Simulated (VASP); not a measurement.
Here is a VASP 6.6.1 calculation.

Contents of POSCAR:

```
AlN
1.0
    3.1130000000      0.0000000000      0.0000000000
   -1.5565000000      2.6959370820      0.0000000000
    0.0000000000      0.0000000000      4.9810000000
Al N
2 2
Direct
    0.6666666667      0.3333333333      0.5000000000
    0.3333333333      0.6666666667      0.0000000000
    0.6666666667      0.3333333333      0.8800000000
    0.3333333333      0.6666666667      0.3800000000
```

File INCAR.step1:

```
ALGO     = Normal         # electronic algorithm
EDIFF    = 1E-5           # SCF threshold, eV
ENCUT    = 520            # plane-wave cutoff, eV
GGA      = PE             # functional
ISIF     = 2              # what is computed and relaxed
ISMEAR   = -1             # smearing method
LASPH    = True           # aspherical terms in the spheres
LREAL    = False          # projectors in reciprocal space
LWAVE    = True           # write WAVECAR
NBANDS   = 16             # bands
NELM     = 60             # most SCF steps
PREC     = Accurate       # precision mode
SIGMA    = 0.05           # smearing width, eV
```

File INCAR.step2:

```
AEXX     = 0.4            # exact-exchange fraction
ALGO     = Normal         # electronic algorithm
EDIFF    = 1E-6           # SCF threshold, eV
ENCUT    = 520            # plane-wave cutoff, eV
GGA      = PE             # functional
HFSCREEN = 0.2            # screening, 1/A
ISIF     = 2              # what is computed and relaxed
ISMEAR   = -1             # smearing method
ISTART   = 1            
LASPH    = True           # aspherical terms in the spheres
LCHARG   = True           # write CHGCAR
LELF     = True           # ELF
LHFCALC  = True           # exact exchange
LREAL    = False          # projectors in reciprocal space
LVHAR    = True         
LWAVE    = False          # write WAVECAR
NBANDS   = 16             # bands
NELM     = 60             # most SCF steps
PREC     = Accurate       # precision mode
PRECFOCK = Normal       
SIGMA    = 0.05           # smearing width, eV
```

Contents of KPOINTS:

```
k-points
0
Gamma
  5 5 3
```

Potentials or basis: VASP PAW PBE potentials, release 64 (Al, N).

Run with:

```console
$ cat potpaw_PBE.64/Al/POTCAR potpaw_PBE.64/N/POTCAR > POTCAR
$ cp INCAR.step1 INCAR
$ mpirun -np 1 vasp_std > vasp.out
$ cp INCAR.step2 INCAR
$ mpirun -np 1 vasp_std > vasp.out
```

Question: What does it give for the pressure?

Answer: -4.8 GPa.

Question: What does it give for the band gap on the k mesh?

Answer: 6.45 eV.

Question: Estimate the largest force.

Answer: 0.127 eV/Å.

Stress tensor (GPa, compression positive):
```
-5.36  0.00  0.00
 0.00 -5.36  0.00
 0.00  0.00 -3.77
```

Caveat: the k points lie up to 0.47 Å⁻¹ apart; the PAW data sets were made with another functional, which shifts forces and pressure a little.
